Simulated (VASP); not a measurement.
TaSb: single point with r2SCAN

TaSb:

```
CELL_PARAMETERS angstrom
0.00000 3.12396 3.12396
3.12396 0.00000 3.12396
3.12396 3.12396 0.00000
ATOMIC_POSITIONS crystal
Ta 0.00000 0.00000 0.00000
Sb 0.25000 0.25000 0.25000
```

* Program: VASP 6.6.1
* Task: single point
* Functional: r2SCAN
* Potentials or basis: VASP PAW PBE potentials, release 64 (Ta_pv, Sb)
* Cutoff: 520 eV
* k mesh: 10 × 10 × 10
* Occupations: gaussian, width 0.05 eV
* Spin: no spin polarisation
* Dipole correction: no
* Further INCAR settings: ALGO = Normal; EDIFF = 1e-07; NBANDS = 15

The pressure is 0.2 GPa and the band gap on the k mesh is zero (band 8 reaches 4.87 eV, above the bottom of band 9 at 4.57 eV).

Levels at points of the mesh, in eV from the Fermi level:
| k point | band 5 | band 6 | band 7 | band 8 | band 9 | band 10 | band 11 | band 12 |
| --- | --- | --- | --- | --- | --- | --- | --- | --- |
| (0.00, 0.00, 0.00) | -3.25 | -3.25 | -3.25 | 0.12 | 0.12 | 2.78 | 5.60 | 5.60 |
| (0.50, 0.00, 0.00) | -4.76 | -2.91 | -2.91 | 0.14 | 0.36 | 0.36 | 2.89 | 2.89 |
| (0.50, 0.50, 0.00) | -5.11 | -2.27 | -2.27 | -1.03 | -0.06 | 0.69 | 1.10 | 1.10 |

It took 3 min on 1 thread of Intel(R) Xeon(R) Platinum 8375C CPU @ 2.90GHz (Ice Lake), on a shared host, peak memory 0.24 GiB.

Caveat: the PAW data sets were made with another functional, which shifts forces and pressure a little; spin-orbit coupling is left out, which moves the levels of the heavy elements.
